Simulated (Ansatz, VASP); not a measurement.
# One calculation of HfO2, two programs

Contents of POSCAR:

```
HfO2
1.0
    0.0000000000      2.6699522763      2.2694594348
    2.6699522763      0.0000000000      2.2694594348
    2.6699522763      2.6699522763      0.0000000000
Hf O
1 2
Direct
    0.0000000000      0.0000000000      0.0000000000
    0.2500000000      0.2500000000      0.2500000000
    0.7500000000      0.7500000000      0.7500000000
```

File INCAR.step1:

```
PREC = Accurate
ENCUT = 520
ISMEAR = 0
SIGMA = 0.05
LREAL = False
LASPH = True
NELM = 100
NBANDS = 18
GGA = PE
ALGO = Normal
EDIFF = 1E-4
LWAVE = True
LCHARG = False
```

The input INCAR.step2:

```
PREC = Accurate
ENCUT = 520
EDIFF = 1E-6
ISMEAR = 0
SIGMA = 0.05
LREAL = False
LASPH = True
NELM = 100
ALGO = Normal
ISIF = 2
LWAVE = False
LCHARG = False
METAGGA = R2SCAN
LMIXTAU = True
NBANDS = 18
ISTART = 1
```

Contents of KPOINTS:

```
Automatic mesh
0
Gamma
  8 8 8
```

Input for Ansatz:

```yaml
crystal:
  lattice:
    - [0.0, 2.6699522763, 2.2694594348]
    - [2.6699522763, 0.0, 2.2694594348]
    - [2.6699522763, 2.6699522763, 0.0]
  atoms:
    - { symbol: Hf, position: [0.0, 0.0, 0.0] }
    - { symbol: O, position: [0.25, 0.25, 0.25] }
    - { symbol: O, position: [0.75, 0.75, 0.75] }
basis:
  ecutwfc: 500
kpoints:
  mp_grid: { grid: [8, 8, 8] }
hamiltonian:
  xc: r2scan
scf:
  occupations: { method: gaussian, width: 0.05 }
output:
  forces: true
  stress: true
  eigenvalues: true
```

Alike in both runs: task single point; functional r2SCAN; k mesh 8 × 8 × 8; occupations gaussian, width 0.05 eV; no spin polarisation.

|  | VASP | Ansatz |
| --- | --- | --- |
| version | VASP 6.6.1 | Ansatz 0.2.0 |
| potentials or method | VASP PAW PBE potentials, release 64 (Hf_pv, O), cutoff 520 eV | scalar-relativistic, plane waves, PAW |
| valence electrons in the cell | 22 | 38 |

VASP gave:

```
gap on the k mesh at the Fermi level (eV)                     : 1.92
least direct gap on the mesh (eV)                             : 2.31
pressure (GPa)                                                : -2.1
traceless stress, the component that is largest in VASP (GPa) : 55.23
```

Problem. Estimate Ansatz's values.

Solution. gap on the k mesh at the Fermi level (eV): 1.94; least direct gap on the mesh (eV): 2.33; pressure (GPa): 1.7; traceless stress, the component that is largest in VASP (GPa): 54.48.

VASP's potentials were made for PBE, not for r2SCAN. VASP's potentials hold 22 valence electrons a cell and Ansatz's 38, so a difference there can come from the potentials and not from the codes.

Spin-orbit coupling is off throughout.
